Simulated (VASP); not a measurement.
Here is a VASP 6.6.1 calculation.

Contents of INCAR:

```
SYSTEM = BIr3Pd
PREC = Accurate ; ENCUT = 600
EDIFF = 1E-6 ; ISMEAR = 0
SIGMA = 0.1 ; LREAL = .False.
LASPH = .True. ; NELM = 80
ALGO = Normal ; ISIF = 3
LWAVE = .False. ; LCHARG = .False.
GGA = PE ; IBRION = 2
NSW = 90 ; EDIFFG = -0.04
```

File KPOINTS:

```
regular mesh
0
Gamma
  6 6 4
  0 0 0
```

Contents of POSCAR:

```
BIr3Pd
1.0
    3.1601809600      0.0000000000      0.0000000000
    0.0000000000      3.1601809600      0.0000000000
    0.0000000000      0.0000000000      7.0675606600
B Pd Ir
1 1 3
Direct
    0.5000000000      0.5000000000      0.0000000000
    0.0000000000      0.0000000000      0.0000000000
    0.5000000000      0.5000000000      0.3539235000
    0.5000000000      0.5000000000      0.6460765000
    0.0000000000      0.0000000000      0.5000000000
```

Potentials or basis: VASP PAW PBE potentials, release 64 (B, Pd, Ir).

Run with:

```sh
$ cat potpaw_PBE.64/B/POTCAR potpaw_PBE.64/Pd/POTCAR potpaw_PBE.64/Ir/POTCAR > POTCAR
$ mpirun -np 1 vasp_std > vasp.out
```

Q: Estimate the relaxed volume.

A: 13.52 Å³/atom.

Q: Estimate the relaxed cell.

A: a = 3.010 Å, b = 3.010 Å, c = 7.462 Å, α = 90.00°, β = 90.00°, γ = 90.00°.

Q: What does it give for the space group after relaxing (to 0.1 Å)?

A: P4/mmm (No. 123).

Forces in eV/Å, atoms in the order of the input:
```
B    0.000  0.000  0.000
Pd   0.000  0.000  0.000
Ir   0.000  0.000  0.015
Ir   0.000  0.000 -0.015
Ir   0.000  0.000  0.000
```
